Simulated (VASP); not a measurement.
A run of VASP 6.6.1 is set up as follows.

The input INCAR:

```
ALGO = Normal ; DIPOL = 0.5 0.5 0.445
EDIFF = 1E-7 ; ENCUT = 520
GGA = PE ; IDIPOL = 3
ISIF = 2 ; ISMEAR = 0
IVDW = 12 ; LASPH = T
LCHARG = T ; LDIPOL = T
LELF = T ; LREAL = Auto
LVACPOTAV = T ; LVHAR = T
LWAVE = F ; NBANDS = 72
NELM = 60 ; PREC = Accurate
SIGMA = 0.1
```

Contents of KPOINTS:

```
k-points
0
Gamma
  3 3 1
```

The input POSCAR:

```
Al27H4C2O
1.0
    8.4486369609      0.0000000000      0.0000000000
   -4.2243184805      7.3167342355      0.0000000000
    0.0000000000      0.0000000000     25.8384554614
Al C O H
27 2 1 4
Direct
    0.2222222222      0.1111111111      0.3096160299
    0.2222222222      0.4444444444      0.3096160299
    0.2222222222      0.7777777778      0.3096160299
    0.5555555556      0.1111111111      0.3096160299
    0.5555555556      0.4444444444      0.3096160299
    0.5555555556      0.7777777778      0.3096160299
    0.8888888889      0.1111111111      0.3096160299
    0.8888888889      0.4444444444      0.3096160299
    0.8888888889      0.7777777778      0.3096160299
    0.4475886602      0.2213491516      0.4014935941
    0.4446845481      0.5568977734      0.4023412692
    0.4456364520      0.8915525105      0.4023838337
    0.7796092982      0.2178513336      0.4096672064
    0.7798149195      0.5531861601      0.4015093402
    0.7771744627      0.8899484115      0.4014679349
    0.1112738363      0.2249839134      0.4020647477
    0.1077015322      0.5535769871      0.4030657831
    0.1118441750      0.8882544478      0.4018333703
    0.6628901593      0.3390828720      0.4937914866
    0.6671814089      0.6716910555      0.4935159427
    0.6584931967     -0.0048405486      0.5113882285
    0.0093564383      0.3454845130      0.5097681337
   -0.0019379240      0.6701083782      0.4939055876
   -0.0008731768      0.0025853865      0.4908689507
    0.3333436083      0.3367462686      0.4931561290
    0.3346195840      0.6713818339      0.4945076820
    0.3310855670      0.0028969371      0.4932152377
    0.8915756820      0.3762498902      0.6188991377
    0.8995605502      0.2391499737      0.5826178784
    0.7228838207      0.0859881241      0.5747728988
    1.0293581429      0.4910477116      0.6268291053
    0.8274025879      0.3110421823      0.6559399929
    0.8098820651      0.4323410114      0.6021062633
    0.9912826719      0.1928014080      0.5985938601
```

Potentials or basis: VASP PAW PBE potentials, release 64 (Al, C, O, H).

Run with:

```sh
$ cat potpaw_PBE.64/Al/POTCAR potpaw_PBE.64/C/POTCAR potpaw_PBE.64/O/POTCAR potpaw_PBE.64/H/POTCAR > POTCAR
$ mpirun -np 1 vasp_std > vasp.out
```

(1) Estimate the largest force.

(2) Predict the work function of the lower face.

(3) Estimate the band gap on the k mesh.

Answers

(1) 0.140 eV/Å.

(2) 3.79 eV.

(3) zero (an odd number of electrons rules out a gap without spin polarisation).
